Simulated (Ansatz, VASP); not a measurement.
# Ge in VASP and in Ansatz

```
CELL_PARAMETERS angstrom
0.00000 2.59189 3.36946
2.59189 0.00000 3.36946
2.59189 2.59189 0.00000
ATOMIC_POSITIONS crystal
Ge 0.50000 0.50000 0.50000
Ge 0.75000 0.75000 0.75000
```

Alike in both runs: task single point; functional PBEsol; k mesh 16 × 16 × 16; occupations gaussian, width 0.15 eV; no spin polarisation.

```csv
,VASP,Ansatz
version,VASP 6.6.1,Ansatz 0.2.0
potentials or method,"VASP PAW PBE potentials, release 64 (Ge_d), cutoff 520 eV","scalar-relativistic, plane waves, PAW"
valence electrons in the cell,28,28
```

Ansatz gave:

- gap on the k mesh at the Fermi level (eV): none
- pressure (GPa): 1.0
- traceless stress, the component that is largest in VASP (GPa): -11.80

Task: What did VASP give for the same quantities?

Result: gap on the k mesh at the Fermi level (eV): none; pressure (GPa): 0.9; traceless stress, the component that is largest in VASP (GPa): -11.85.

VASP's potentials were made for PBE, not for PBEsol. A gap of «none» marks a metal or a gap that the smearing closes. The functional is the same, so the differences come from potentials, cutoffs and numerics.
